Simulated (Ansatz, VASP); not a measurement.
## Two plane-wave programs on CsI

INCAR

```
PREC = Accurate
ENCUT = 500
EDIFF = 1E-6
ISMEAR = 0
SIGMA = 0.01
LREAL = F
LASPH = T
NELM = 200
ALGO = Normal
ISIF = 2
LWAVE = F
LCHARG = F
MAGMOM = 0 0 0 0 0 0
LORBIT = 11
LSORBIT = T
GGA_COMPAT = F
LORBMOM = T
GGA = PE
NBANDS = 28
```

The input KPOINTS:

```
regular mesh
0
Gamma
  6 6 6
```

POSCAR

```
CsI
1.0
    4.6080834137      0.0000000000      0.0000000000
    0.0000000000      4.6080834137      0.0000000000
    0.0000000000      0.0000000000      4.6080834137
Cs I
1 1
Direct
    0.0000000000      0.0000000000      0.0000000000
    0.5000000000      0.5000000000      0.5000000000
```

Input for Ansatz:

```yaml
crystal:
  lattice:
    - [4.6080834137, 0.0, 0.0]
    - [0.0, 4.6080834137, 0.0]
    - [0.0, 0.0, 4.6080834137]
  atoms:
    - { symbol: Cs, position: [0.0, 0.0, 0.0] }
    - { symbol: I, position: [0.5, 0.5, 0.5] }
kpoints:
  mp_grid: { grid: [6, 6, 6] }
  band_path:
    path:
      - [0.0, 0.0, 0.0]
      - [0.0, 0.5, 0.0]
      - [0.5, 0.5, 0.0]
      - [0.5, 0.5, 0.5]
      - [0.0, 0.5, 0.5]
    npoints: 1
hamiltonian:
  xc: pbe
scf:
  occupations: { method: fixed }
  n_extra_bands: 8
magnetization:
  noncollinear: true
  spin_orbit: true
output:
  forces: true
  stress: true
  eigenvalues: true
```

Alike in both runs: task single point; functional PBE; k mesh 6 × 6 × 6; non-collinear spin, spin-orbit coupling.

```csv
,VASP,Ansatz
version,VASP 6.6.1,Ansatz 0.2.0
potentials or method,"VASP PAW PBE potentials, release 64 (Cs_sv, I)","plane waves, PAW"
plane-wave cutoff (eV),500,420
occupations,"gaussian, width 0.01 eV",fixed
valence electrons in the cell,16,26
```

```tsv
	VASP	Ansatz	Ansatz less VASP
pressure (GPa)	0.4	0.4	-0.03
net moment per atom (μB)	0.00	0.00	0.000
```

VASP's potentials hold 16 valence electrons a cell and Ansatz's 26, so a difference there can come from the potentials and not from the codes.
